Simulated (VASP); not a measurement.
# ScCu: relaxation of cell and atoms with LDA

ScCu:

```
Sc Cu
1.0
     3.25600    0.00000    0.00000
     0.00000    3.25600    0.00000
     0.00000    0.00000    3.25600
Sc Cu
1 1
Direct
  0.50000 0.50000 0.50000
  0.00000 0.00000 0.00000
```

```json
{"Program": "VASP 6.6.1", "Task": "relaxation of cell and atoms", "Functional": "LDA", "Potentials or basis": "VASP PAW LDA potentials, release 64 (Sc_sv, Cu_sv_GW)", "Cutoff": "700 eV", "k mesh": "8 × 8 × 8", "Occupations": "fermi-dirac, width 0.05 eV", "Spin": "no spin polarisation", "Dipole correction": "no", "Second run": "valence_matched", "Further INCAR settings": "ALGO = Normal; EDIFF = 1e-07; IBRION = 2; EDIFFG = -0.01; NSW = 80; ISIF = 3"}
```

The relaxed volume is 15.73 Å³/atom. The relaxed cell is a = 3.157 Å, b = 3.157 Å, c = 3.157 Å, α = 90.00°, β = 90.00°, γ = 90.00°. The space group after relaxing (to 0.05 Å) is Pm-3m (No. 221). The energy gained by relaxing is 46.0 meV/atom. The ionic steps are 3, the pressure after relaxing is -0.1 GPa and the band gap on the k mesh is zero (band 15 reaches 6.54 eV, above the bottom of band 16 at 4.33 eV).

The path:
| step | energy change (eV) | largest force (eV/Å) | pressure (GPa) | volume (Å³) |
| --- | --- | --- | --- | --- |
| 1 | 0.0000 | 0.0000 | -8.83 | 34.52 |
| 2 | -0.0640 | 0.0000 | 6.30 | 29.98 |
| 3 | -0.0920 | 0.0000 | -0.06 | 31.47 |

Final structure:
```
CELL_PARAMETERS angstrom
3.15708 0.00000 0.00000
0.00000 3.15708 0.00000
0.00000 0.00000 3.15708
ATOMIC_POSITIONS crystal
Sc 0.50000 0.50000 0.50000
Cu 0.00000 0.00000 0.00000
```

Levels at points of the mesh, in eV from the Fermi level:
| k point | band 12 | band 13 | band 14 | band 15 | band 16 | band 17 | band 18 | band 19 |
| --- | --- | --- | --- | --- | --- | --- | --- | --- |
| (0.00, 0.00, 0.00) | -3.33 | -3.33 | -3.33 | 0.43 | 0.43 | 3.39 | 3.39 | 3.39 |
| (0.50, 0.00, 0.00) | -3.45 | -3.45 | -3.22 | -2.24 | 0.10 | 1.35 | 1.35 | 3.27 |
| (0.50, 0.50, 0.00) | -3.72 | -2.94 | -2.01 | 0.18 | 0.18 | 0.89 | 2.66 | 2.66 |
| (0.50, 0.50, 0.50) | -2.92 | -2.92 | -1.78 | -1.78 | -1.78 | 3.35 | 4.18 | 4.18 |

Wall time 120 s on 1 thread of AMD EPYC 7R43 64-Core Processor (Zen 3), with other jobs on the host, peak memory 0.16 GiB.

LDA usually gives volumes a few per cent too small. Zero-point motion and thermal expansion aren't in these numbers.
